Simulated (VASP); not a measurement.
Runs of VASP 6.6.1 on KCl. The structure is that of space group I4/mmm (No. 139), or close to it. The cells are those of the table. 

```tsv
cell	gap on the mesh (eV)	pressure (GPa)
a = 4.373, b = 4.373, c = 4.712 Å, angles 57.4, 57.4, 65.2°, 2 atoms	4.48	-0.4
a = 4.639, b = 4.639, c = 4.200 Å, angles 63.1, 63.1, 53.8°, 2 atoms	4.59	-0.5
a = 4.348, b = 4.348, c = 4.849 Å, angles 56.1, 56.1, 67.8°, 2 atoms	(a)	2.1
a = 4.870, b = 4.870, c = 3.977 Å, angles 65.9, 65.9, 48.2°, 2 atoms	(b)	3.2
a = 4.743, b = 4.743, c = 4.090 Å, angles 64.5, 64.5, 51.1°, 2 atoms	4.48	1.0
```

Alike in all rows: task single point; level LDA; potentials or basis VASP PAW LDA potentials, release 64 (K_sv, Cl); no spin polarisation; k mesh 8 × 8 × 8; cutoff (eV) 520; smearing gaussian 0.05 eV.

Question: Fill in the values left out.

Answer: (a) 4.15; (b) 4.34.

A k mesh can miss the band edges.
